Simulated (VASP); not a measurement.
# Si: single point with PBE+D3(BJ)

Slab: Si, a slab with vacuum.

```xyz
4
Lattice="3.8472 0.0000 0.0000 -1.9236 3.3318 0.0000 0.0000 0.0000 18.4447" Properties=species:S:1:pos:R:3 pbc="T T T"
Si    0.0000    2.2212    4.9723
Si    1.9236    1.1106    4.5000
Si    0.6412    1.8510   10.1447
Si    2.5648    0.7404    9.6723
```

```json
{
  "Program": "VASP 6.6.1",
  "Task": "single point",
  "Functional": "PBE",
  "Dispersion": "D3(BJ)",
  "Potentials or basis": "VASP PAW PBE potentials, release 64 (Si)",
  "Cutoff": "520 eV",
  "k mesh": "9 × 9 × 1",
  "Occupations": "gaussian, width 0.1 eV",
  "Spin": "no spin polarisation",
  "Dipole correction": "yes",
  "Further INCAR settings": "ALGO = Normal; EDIFF = 1e-07; NBANDS = 16"
}
```

```json
{
  "Largest force": "0.066 eV/Å",
  "Band gap on the k mesh": "0.22 eV, direct",
  "Dispersion energy per atom": "-0.220 eV"
}
```

Forces on the atoms (eV/Å):
```
Si   0.000  0.000  0.066
Si  -0.002  0.001  0.038
Si   0.002 -0.001 -0.038
Si   0.000  0.000 -0.066
```

Levels at points of the mesh, in eV from the valence-band top:
| k point | band 6 | band 7 | band 8 | band 9 | band 10 | band 11 |
| --- | --- | --- | --- | --- | --- | --- |
| (0.00, 0.00, 0.00) | -1.08 | -1.07 | -1.07 | 2.16 | 2.18 | 2.31 |

Wall time 84 s on 1 thread of Intel(R) Xeon(R) 6975P-C (Granite Rapids) (shared host), peak memory 0.36 GiB.
